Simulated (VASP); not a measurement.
The system is TiC.

```xyz
2
Lattice="0.0000 2.1657 2.1657 2.1657 0.0000 2.1657 2.1657 2.1657 0.0000" Properties=species:S:1:pos:R:3 pbc="T T T"
Ti    0.0000    0.0000    0.0000
C     2.1657    2.1657    2.1657
```

| Quantity | Value |
| --- | --- |
| Program | VASP 6.6.1 |
| Task | relaxation of cell and atoms |
| Functional | PBE |
| Dispersion | D3(BJ) |
| Potentials or basis | VASP PAW PBE potentials, release 64 (Ti_sv, C) |
| Cutoff | 600 eV |
| k mesh | 11 × 11 × 11 |
| Occupations | fermi-dirac, width 0.05 eV |
| Spin | no spin polarisation |

At the start: pressure -6.9 GPa; volume 10.16 Å³/atom.

Problem. Where does the relaxation end?

Solution. Over 3 steps the energy falls by 6.1 meV/atom and the volume is 9.88 Å³/atom (-2.7 %); space group Fm-3m (No. 225, to 0.05 Å).

Step by step:
| step | energy change (eV) | largest force (eV/Å) | pressure (GPa) | volume (Å³) |
| --- | --- | --- | --- | --- |
| 1 | 0.0000 | 0.0000 | -6.91 | 20.32 |
| 2 | 0.0098 | 0.0000 | 10.28 | 19.06 |
| 3 | -0.0122 | 0.0000 | -0.02 | 19.77 |

Final structure:
```cif
data_structure
_symmetry_space_group_name_H-M 'P 1'
_symmetry_Int_Tables_number 1
_cell_length_a 3.0349
_cell_length_b 3.0349
_cell_length_c 3.0349
_cell_angle_alpha 60.000
_cell_angle_beta 60.000
_cell_angle_gamma 60.000
_cell_volume 19.77
loop_
_atom_site_label
_atom_site_type_symbol
_atom_site_fract_x
_atom_site_fract_y
_atom_site_fract_z
_atom_site_occupancy
Ti1 Ti 0.00000 0.00000 0.00000 1
C1 C 0.50000 0.50000 0.50000 1
```

Caveat: pairwise dispersion overbinds metals, which lowers pressure and volume.
